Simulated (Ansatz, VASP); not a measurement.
# Two plane-wave programs on Mg3O2

```xyz
10
Lattice="2.8416 1.6406 5.1721 -2.8416 1.6406 5.1721 0.0000 -3.2812 5.1721" Properties=species:S:1:pos:R:3 pbc="T T T"
Mg   -1.1011   -1.6406    6.4651
Mg    1.9714   -0.1333    6.4651
Mg   -0.8702    1.7739    6.4651
Mg    1.1011    1.6406    9.0512
Mg   -1.9714    0.1333    9.0512
Mg    0.8702   -1.7739    9.0512
O     0.0000    0.0000   13.2227
O     0.0000    0.0000   10.0518
O     0.0000    0.0000    2.2936
O     0.0000    0.0000    5.4645
```

Alike in both runs: task single point; functional PBE; k mesh 6 × 6 × 6; occupations gaussian, width 0.1 eV; collinear spin.

```csv
,VASP,Ansatz
version,VASP 6.6.1,Ansatz 0.2.0
potentials or method,"VASP PAW PBE potentials, release 64 (Mg, O), cutoff 520 eV","scalar-relativistic, plane waves, PAW"
valence electrons in the cell,36,84
```

|  | VASP | Ansatz | Ansatz less VASP |
| --- | --- | --- | --- |
| gap on the k mesh at the Fermi level (eV) | none | none | - |
| pressure (GPa) | -7.0 | -6.7 | +0.38 |
| traceless stress, the component that is largest in VASP (GPa) | 2.61 | 2.65 | +0.034 |
| rms of the force components (eV/Å) | 0.482 | 0.483 | +0.0005 |
| net moment per atom (μB) | 0.00 | 0.00 | 0.000 |

Atom by atom the forces differ by 0.002 eV/Å (rms over components). A gap of «none» marks a metal or a gap that the smearing closes. The functional is the same, so the differences come from potentials, cutoffs and numerics. VASP's potentials hold 36 valence electrons a cell and Ansatz's 84, so a difference there can come from the potentials and not from the codes. Ansatz's warnings: seeded moment not kept.
